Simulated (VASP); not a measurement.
# SiF (Pmma) in VASP: a series of runs

SiF is run at these levels: PBE; tasks: relaxation of cell and atoms, single point.

Everything below comes from runs of VASP 6.6.1. Logs are shortened: lines on timing, memory, paths and dates and some standing lists are left out, and cuts for length are marked.

### Step 1. The cell of the first run

It takes space group Pmma (No. 51, orthorhombic). The conventional cell has a = 4.033 Å, b = 2.670 Å, c = 4.118 Å, α = 90.00°, β = 90.00°, γ = 90.00°. Within 3.3 Å of Si (site symmetry mm2) lie 8 F at 2.45 to 2.47 Å and 6 Si at 2.54 to 3.27 Å. Within 3.3 Å of F (site symmetry mm2) lie 8 Si at 2.45 to 2.47 Å and 6 F at 2.54 to 3.27 Å.

The cell was built from a structure type or drawn by symmetry, and may not be a known phase.

### Step 2. Relaxation of cell and atoms, PBE

Input file INCAR:

```
SYSTEM = SiF
PREC = Accurate
ENCUT = 600
EDIFF = 1E-6
ISMEAR = 0
SIGMA = 0.1
LREAL = .FALSE.
LASPH = .TRUE.
NELM = 60
ALGO = Normal
ISIF = 3
LWAVE = .FALSE.
LCHARG = .FALSE.
GGA = PE
IBRION = 2
NSW = 90
EDIFFG = -0.04
```

Input file KPOINTS:

```
Automatic mesh
0
G
  4 6 4
  0 0 0
```

Input file POSCAR:

```
SiF
1.0
    4.0334906500      0.0000000000      0.0000000000
    0.0000000000      2.6700869600      0.0000000000
    0.0000000000      0.0000000000      4.1180629600
Si F
2 2
Direct
    0.2500000000      0.5000000000      0.8119999600
    0.7500000000      0.5000000000      0.1880000400
    0.2500000000      0.0000000000      0.3119999900
    0.7500000000      0.0000000000      0.6880000100
```

Potentials or basis: VASP PAW PBE potentials, release 64 (Si, F).

Started as:

```sh
> cat potpaw_PBE.64/Si/POTCAR potpaw_PBE.64/F/POTCAR > POTCAR
> mpirun -np 1 vasp_std > vasp.out
```

OUTCAR:

```text
SYSTEM = SiF
   PREC = Accurate
   ENCUT = 600
   EDIFF = 1E-6
   ISMEAR = 0
   LREAL = .FALSE.
   LASPH = .TRUE.
   NELM = 60
   ISIF = 3
   GGA = PE
   IBRION = 2
   NSW = 90
   EDIFFG = -0.04

 ion  position               nearest neighbor table
   1  0.250  0.500  0.812-   3 2.45   3 2.45   3 2.45   3 2.45   4 2.47   4 2.47   4 2.47   4 2.47
                             2 2.54   2 2.54
   2  0.750  0.500  0.188-   4 2.45   4 2.45   4 2.45   4 2.45   3 2.47   3 2.47   3 2.47   3 2.47
                             1 2.54   1 2.54
   3  0.250  0.000  0.312-   1 2.45   1 2.45   1 2.45   1 2.45   2 2.47   2 2.47   2 2.47   2 2.47

   4  0.750  0.000  0.688-   2 2.45   2 2.45   2 2.45   2 2.45   1 2.47   1 2.47   1 2.47   1 2.47

  LATTYP: Found a simple orthorhombic cell.
 ALAT       =     2.6700869600
 B/A-ratio  =     1.5106214556
 C/A-ratio  =     1.5422954464

  Lattice vectors:

 A1 = (   0.0000000000,  -2.6700869600,   0.0000000000)
 A2 = (   4.0334906500,   0.0000000000,   0.0000000000)
 A3 = (   0.0000000000,   0.0000000000,   4.1180629600)

Analysis of symmetry for initial positions (statically):
=====================================================================
 Subroutine PRICEL returns:
 Original cell was already a primitive cell.

 Routine SETGRP: Setting up the symmetry group for a
 simple orthorhombic supercell.

 Subroutine GETGRP returns: Found  8 space group operations
 (whereof  4 operations were pure point group operations)
 out of a pool of  8 trial point group operations.

The static configuration has the point symmetry C_2h.
 The point group associated with its full space group is D_2h.

Analysis of symmetry for dynamics (positions and initial velocities):
=====================================================================
 Subroutine PRICEL returns:
 Original cell was already a primitive cell.

 Routine SETGRP: Setting up the symmetry group for a
 simple orthorhombic supercell.

 Subroutine GETGRP returns: Found  8 space group operations
 (whereof  4 operations were pure point group operations)
 out of a pool of  8 trial point group operations.

The dynamic configuration has the point symmetry C_2h.
 The point group associated with its full space group is D_2h.

 Subroutine INISYM returns: Found  8 space group operations
 (whereof  4 operations are pure point group operations),
 and found     1 'primitive' translations

----------------------------------------------------------------------------------------

                                     Primitive cell

  volume of cell :      44.3506

  direct lattice vectors                    reciprocal lattice vectors
     4.033490650  0.000000000  0.000000000     0.247924214  0.000000000  0.000000000
[... 129 lines left out ...]
--------------------------------------- Ionic step        1  -------------------------------------------

 number of electron      22.0000010 magnetization

 Free energy of the ion-electron system (eV)
  ---------------------------------------------------
  ext. energy  EPLUGINS =         0.00000000
  ---------------------------------------------------
  free energy    TOTEN  =       -15.47691583 eV

  energy without entropy =      -15.46361676  energy(sigma->0) =      -15.47026630

------------------------ aborting loop because EDIFF is reached ----------------------------------------

  FORCE on cell =-STRESS in cart. coord.  units (eV):
  Direction    XX          YY          ZZ          XY          YZ          ZX
  --------------------------------------------------------------------------------------
  -------------------------------------------------------------------------------------
  Total        9.3505763      3.2403005      6.5203578      0.0000000      0.0000000      0.0000000
  in kB      337.7921229    117.0567406    235.5497056      0.0000000      0.0000000      0.0000000
  external PRESSURE =     230.1328564 kB  Pullay stress =       0.0000000 kB
[... 95 lines left out ...]
  FREE ENERGIE OF THE ION-ELECTRON SYSTEM (eV)
  ---------------------------------------------------
  free  energy   TOTEN  =       -16.3193419563 eV

  energy  without entropy=      -16.3101670332  energy(sigma->0) =      -16.31475449

 E-fermi :   5.8688     XC(G=0): -10.0499

 val. band max:        5.7887604972   @ k =   0.2500   0.3333   0.5000
 cond. band min:       5.9005458804   @ k =   0.2500   0.5000   0.5000
 fundamental gap:      0.1117853832
 Fermi energy:         5.8688028287

 k-point     1 :       0.0000    0.0000    0.0000
  band No.  band energies     occupation
      1     -19.9246      2.00000
      2     -19.4888      2.00000
      3      -5.4035      2.00000
      4      -2.9474      2.00000
      5      -2.2415      2.00000
      6      -0.9729      2.00000
      7       0.1955      2.00000
      8       0.4207      2.00000
      9       0.5333      2.00000
     10       1.6058      2.00000
     11       2.1589      2.00000
     12       7.9823      0.00000
     13      11.0412      0.00000
     14      11.1628      0.00000
[... 403 lines left out ...]
      4      -3.5090      2.00000
      5      -1.9535      2.00000
      6      -1.9535      2.00000
      7       0.1534      2.00000
      8       0.1534      2.00000
      9       1.6746      2.00000
     10       1.6746      2.00000
     11       4.2692      2.00000
     12       4.2692      2.00000
     13       9.8842      0.00000
     14       9.8842      0.00000
     15      12.1444      0.00000

 [... further k-points ...]

[... ionic steps 4 to 31 ...]

--------------------------------------- Ionic step       32  -------------------------------------------

 number of electron      21.9999971 magnetization

------------------------ aborting loop because EDIFF is reached ----------------------------------------
[... 71 lines left out ...]
--------------------------------------- Ionic step       34  -------------------------------------------

 number of electron      21.9999972 magnetization

 Free energy of the ion-electron system (eV)
  ---------------------------------------------------
  ext. energy  EPLUGINS =         0.00000000
  ---------------------------------------------------
  free energy    TOTEN  =       -19.18531579 eV

  energy without entropy =      -19.18265479  energy(sigma->0) =      -19.18398529

 E-fermi :   5.1539     XC(G=0):  -9.4202

 val. band max:        5.1105766953   @ k =   0.2500   0.5000   0.5000
 cond. band min:       5.2366557759   @ k =   0.2500   0.3333   0.0000
 fundamental gap:      0.1260790806
 Fermi energy:         5.1538748286

 k-point     1 :       0.0000    0.0000    0.0000
  band No.  band energies     occupation
      1     -21.2272      2.00000
      2     -21.0340      2.00000
      3      -6.7882      2.00000
      4      -3.7823      2.00000
      5      -3.1536      2.00000
      6      -1.6398      2.00000
      7      -1.5042      2.00000
      8      -1.2960      2.00000
      9      -1.1973      2.00000
     10       1.2680      2.00000
     11       1.3295      2.00000
     12       6.8011      0.00000
     13      10.2790      0.00000
     14      10.7209      0.00000
[... 446 lines left out ...]
  FREE ENERGIE OF THE ION-ELECTRON SYSTEM (eV)
  ---------------------------------------------------
  free  energy   TOTEN  =       -19.1853157905 eV

  energy  without entropy=      -19.1826547894  energy(sigma->0) =      -19.18398529

 reached required accuracy - stopping structural energy minimisation
```

CONTCAR:

```text
SiF
   1.00000000000000
     4.7018834728437922    0.0000000000000000   -0.0000000000000000
     0.0000000000000000    2.5415866237912725    0.0000000000000000
    -0.0000000000000000    0.0000000000000000    4.9019950538117554
  Si              F
     2     2
Direct
     0.2500000000000000    0.5000000000000000    0.0433594125230795
     0.7500000000000000    0.5000000000000000    0.9566405874769206
     0.2500000000000000    0.0000000000000000    0.3353030323648576
     0.7500000000000000    0.0000000000000000    0.6646969676351422

  0.00000000E+00  0.00000000E+00  0.00000000E+00
  0.00000000E+00  0.00000000E+00  0.00000000E+00
  0.00000000E+00  0.00000000E+00  0.00000000E+00
  0.00000000E+00  0.00000000E+00  0.00000000E+00
```

Wall time 11 min (1 thread of Intel Xeon 8259CL, shared host); peak memory 0.18 GiB.

What came out:

- Free energy: -19.1853 eV
- Relaxed volume: 14.65 Å³/atom
- Relaxed cell: a = 4.702 Å, b = 2.542 Å, c = 4.902 Å, α = 90.00°, β = 90.00°, γ = 90.00°
- Space group after relaxing (to 0.1 Å): Pmma (No. 51)
- Pressure after relaxing: 0.0 GPa
- Largest force after relaxing: 0.019 eV/Å
- Band gap on the k mesh: zero (bands 11 and 12 overlap by 3.36 eV)

Forces on the atoms (eV/Å):
```
Si   0.000  0.000 -0.004
Si   0.000  0.000  0.004
F    0.000  0.000 -0.019
F    0.000  0.000  0.019
```

Final structure:
```
Si F
1.0
     4.70188    0.00000    0.00000
     0.00000    2.54159    0.00000
     0.00000    0.00000    4.90200
Si F
2 2
Direct
  0.25000 0.50000 0.04336
  0.75000 0.50000 0.95664
  0.25000 0.00000 0.33530
  0.75000 0.00000 0.66470
```

Levels at points of the mesh, in eV from the Fermi level:
| k point | band 8 | band 9 | band 10 | band 11 | band 12 | band 13 | band 14 | band 15 |
| --- | --- | --- | --- | --- | --- | --- | --- | --- |
| (0.00, 0.00, 0.00) | -6.45 | -6.35 | -3.89 | -3.82 | 1.65 | 5.13 | 5.57 | 6.11 |
| (0.50, 0.00, 0.00) | -6.40 | -5.38 | -5.38 | 1.38 | 1.38 | 3.41 | 3.41 | 6.84 |
| (0.00, 0.50, 0.00) | -5.99 | -5.24 | -2.84 | -2.32 | 0.94 | 1.11 | 3.42 | 3.55 |
| (0.50, 0.50, 0.00) | -6.50 | -4.46 | -4.46 | -1.59 | -1.59 | 3.89 | 3.89 | 6.61 |
| (0.00, 0.00, 0.50) | -6.37 | -5.91 | -3.61 | -3.35 | 0.09 | 4.48 | 6.16 | 6.83 |
| (0.50, 0.00, 0.50) | -6.40 | -5.64 | -5.64 | 0.78 | 0.78 | 3.28 | 3.28 | 8.50 |
| (0.00, 0.50, 0.50) | -6.18 | -5.36 | -2.32 | -2.27 | 0.85 | 1.30 | 3.41 | 3.93 |
| (0.50, 0.50, 0.50) | -6.30 | -4.65 | -4.65 | -1.39 | -1.39 | 4.30 | 4.30 | 6.55 |

Caveat: the k points lie up to 0.41 Å⁻¹ apart in the final cell, too coarse for converged energies and pressures of a metal; the volume moved by over 15 % at a fixed basis, so the end points are rough.

### Step 3. Single point, PBE

This run uses another cell than the first one, of 17.16 Å³/atom.

Input file INCAR:

```
ALGO     = Normal         # electronic algorithm
EDIFF    = 1E-6           # SCF threshold, eV
ENCUT    = 520            # plane-wave cutoff, eV
GGA      = PE             # functional
ISIF     = 2              # what is computed and relaxed
ISMEAR   = 0              # smearing method
LASPH    = True           # aspherical terms in the spheres
LCHARG   = False          # write CHGCAR
LREAL    = False          # projectors in reciprocal space
LWAVE    = False          # write WAVECAR
NBANDS   = 19             # bands
NELM     = 80             # most SCF steps
PREC     = Accurate       # precision mode
SIGMA    = 0.1            # smearing width, eV
```

Input file KPOINTS:

```
k-points
0
Gamma
  10 18 8
```

Input file POSCAR:

```
SiF
1.0
    4.8212623614      0.0000000000      0.0000000000
    0.0000000000      2.5269881441      0.0000000000
    0.0000000000      0.0000000000      5.6338927184
Si F
2 2
Direct
    0.2500000000      0.5000000000      0.9676132955
    0.7500000000      0.5000000000      0.0323867045
    0.2500000000      0.0000000000      0.7147454147
    0.7500000000      0.0000000000      0.2852545853
```

Potentials or basis: VASP PAW PBE potentials, release 64 (Si, F).

Started as:

```sh
> cat potpaw_PBE.64/Si/POTCAR potpaw_PBE.64/F/POTCAR > POTCAR
> mpirun -np 1 vasp_std > vasp.out
```

Wall time 4.5 min (1 thread of Intel Xeon 8259CL, shared host); peak memory 0.41 GiB.

The run converged. Its results:

- Free energy: -19.3413 eV
- Pressure: 0.1 GPa
- Largest force: 0.071 eV/Å
- Band gap on the k mesh: zero (bands 11 and 12 overlap by 3.08 eV)

Forces on the atoms (eV/Å):
```
Si   0.000  0.000  0.071
Si   0.000  0.000 -0.071
F    0.000  0.000 -0.067
F    0.000  0.000  0.067
```

Stress tensor (GPa, compression positive):
```
-0.18  0.00  0.00
 0.00  0.30  0.00
 0.00  0.00  0.26
```

Levels at points of the mesh, in eV from the Fermi level:
| k point | band 8 | band 9 | band 10 | band 11 | band 12 | band 13 | band 14 | band 15 |
| --- | --- | --- | --- | --- | --- | --- | --- | --- |
| (0.00, 0.00, 0.00) | -6.35 | -6.31 | -3.88 | -3.60 | 1.41 | 4.44 | 5.12 | 6.33 |
| (0.50, 0.00, 0.00) | -6.33 | -5.35 | -5.35 | 0.95 | 0.95 | 3.36 | 3.36 | 6.07 |
| (0.00, 0.50, 0.00) | -6.19 | -4.97 | -2.51 | -2.09 | 0.87 | 0.88 | 3.49 | 4.02 |
| (0.50, 0.50, 0.00) | -6.42 | -4.24 | -4.24 | -1.40 | -1.40 | 4.25 | 4.25 | 6.25 |
| (0.00, 0.00, 0.50) | -6.33 | -6.07 | -3.72 | -3.53 | 0.45 | 4.40 | 6.29 | 6.48 |
| (0.50, 0.00, 0.50) | -6.33 | -5.47 | -5.47 | 0.68 | 0.68 | 3.20 | 3.20 | 7.59 |
| (0.00, 0.50, 0.50) | -6.31 | -4.99 | -2.33 | -2.08 | 0.77 | 0.96 | 3.49 | 4.15 |
| (0.50, 0.50, 0.50) | -6.36 | -4.29 | -4.29 | -1.36 | -1.36 | 4.41 | 4.41 | 6.26 |
